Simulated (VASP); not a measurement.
Input of a VASP 6.6.1 run:

Contents of INCAR:

```
SYSTEM = BeTe
  PREC = Accurate
  ENCUT = 520
  EDIFF = 1E-6
  ISMEAR = 0
  SIGMA = 0.05
  LREAL = .False.
  LASPH = .True.
  NELM = 150
  ALGO = Normal
  ISIF = 2
  LWAVE = .False.
  LCHARG = .False.
  ISPIN = 2
  MAGMOM = 0.5 0.5
  LORBIT = 11
  GGA = PS
  NBANDS = 15
```

Contents of KPOINTS:

```
regular mesh
0
Gamma
  1 1 28
  0 0 0
```

Contents of POSCAR:

```
BeTe
1.0
   11.0000000000      0.0000000000      0.0000000000
    0.0000000000      9.3000000000      0.0000000000
    0.0000000000      0.0000000000      4.0526880662
Be Te
1 1
Direct
    0.4600563938      0.5000000000      0.0000000000
    0.5399436062      0.5000000000      0.5000000000
```

Potentials or basis: VASP PAW PBE potentials, release 64 (Be, Te).

Launch:

```sh
$ cat potpaw_PBE.64/Be/POTCAR potpaw_PBE.64/Te/POTCAR > POTCAR
$ mpirun -np 1 vasp_std > vasp.out
```

What does it give for the net moment?

0.00 μB per cell.

Predict the band gap on the k mesh.

2.07 eV, direct.

What does it give for the largest force?

0.034 eV/Å.

Forces on the atoms (eV/Å):
```
Be  -0.034  0.000  0.000
Te   0.034  0.000  0.000
```

Caveat: the PAW data sets were made with another functional, which shifts forces and pressure a little; spin-orbit coupling is left out, which moves the levels of the heavy elements.
